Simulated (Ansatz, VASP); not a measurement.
## One calculation of CuO, two programs

```
Cu O
1.0
     2.39064   -1.74700    0.00000
     2.39064    1.74700    0.00000
    -0.87743    0.00000    5.15867
Cu O
2 2
Cartesian
  0.7566 -0.8623 2.5793
  1.1953 0.8623 0.0000
  1.6743 0.2897 3.8881
  2.1130 -0.2897 1.3088
```

Alike in both runs: task single point; functional r2SCAN; k mesh 10 × 10 × 5; occupations fermi-dirac, width 0.05 eV; no spin polarisation.

|  | VASP | Ansatz |
| --- | --- | --- |
| version | VASP 6.6.1 | Ansatz 0.2.0 |
| potentials or method | VASP PAW PBE potentials, release 64 (Cu, O) | Ansatz PAW |
| plane-wave cutoff (eV) | 520 | 500 |
| valence electrons in the cell | 34 | 50 |

VASP gave:

- gap on the k mesh at the Fermi level (eV): none
- pressure (GPa): -9.7
- traceless stress, the component that is largest in VASP (GPa): 3.31
- rms of the force components (eV/Å): 0.377

Problem. What did Ansatz give for the same quantities?

Solution. gap on the k mesh at the Fermi level (eV): none; pressure (GPa): -10.5; traceless stress, the component that is largest in VASP (GPa): 3.63; rms of the force components (eV/Å): 0.373.

VASP's potentials were made for PBE, not for r2SCAN. Atom by atom the forces differ by 0.021 eV/Å (rms over components). A gap of «none» marks a metal or a gap that the smearing closes. VASP's potentials hold 34 valence electrons a cell and Ansatz's 50, so a difference there can come from the potentials and not from the codes.
